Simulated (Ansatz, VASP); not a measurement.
Two plane-wave programs on ZnO

File INCAR:

```
SYSTEM = ZnO
ALGO = Normal
EDIFF = 1E-6
ENCUT = 520
GGA = PE
ISIF = 2
ISMEAR = 0
LASPH = .True.
LCHARG = .True.
LELF = .True.
LREAL = .False.
LVHAR = .True.
LWAVE = .False.
NBANDS = 26
NELM = 60
PREC = Accurate
SIGMA = 0.01
```

Contents of KPOINTS:

```
k-points
0
Gamma
  12 12 4
  0 0 0
```

POSCAR

```
ZnO
1.0
    3.2275018932      0.0000000000      0.0000000000
   -1.6137459802      2.7950936591      0.0000000000
    0.0000000000      0.0000000000      5.1707712963
Zn O
2 2
Direct
    0.3333333333      0.6666666667      0.5000000000
    0.6666666667      0.3333333333      0.0000000000
    0.6666666667      0.3333333333      0.3790100000
    0.3333333333      0.6666666667      0.8790100000
```

Input for Ansatz:

```yaml
crystal:
  lattice:
    - [3.2275018932446415, 0.0, 0.0]
    - [-1.6137459801803788, 2.7950936591314943, 0.0]
    - [0.0, 0.0, 5.170771296269843]
  atoms:
    - { symbol: Zn, position: [0.3333333333333333, 0.6666666666666666, 0.5] }
    - { symbol: Zn, position: [0.6666666666666666, 0.3333333333333333, 0.0] }
    - { symbol: O, position: [0.6666666666666666, 0.3333333333333333, 0.37901] }
    - { symbol: O, position: [0.3333333333333333, 0.6666666666666666, 0.87901] }
basis:
  ecutwfc: 500.0
kpoints:
  mp_grid:
    grid: [12, 12, 4]
hamiltonian:
  xc: pbe
  pseudopotentials:
    kind: paw
scf:
  occupations:
    method: fixed
output:
  stress: true
```

Alike in both runs: task single point; functional PBE; k mesh 12 × 12 × 4; no spin polarisation.

|  | VASP | Ansatz |
| --- | --- | --- |
| version | VASP 6.6.1 | Ansatz 0.2.0 |
| potentials or method | VASP PAW PBE potentials, release 64 (Zn, O), cutoff 520 eV | plane waves, PAW |
| occupations | gaussian, width 0.01 eV | fixed |
| valence electrons in the cell | 36 | 36 |

VASP gave:

```
pressure (GPa)                                                : 9.3
traceless stress, the component that is largest in VASP (GPa) : 1.24
```

Estimate Ansatz's values.

pressure (GPa): 8.1; traceless stress, the component that is largest in VASP (GPa): 1.20.

Ansatz's warnings: structure snapped to symmetry.
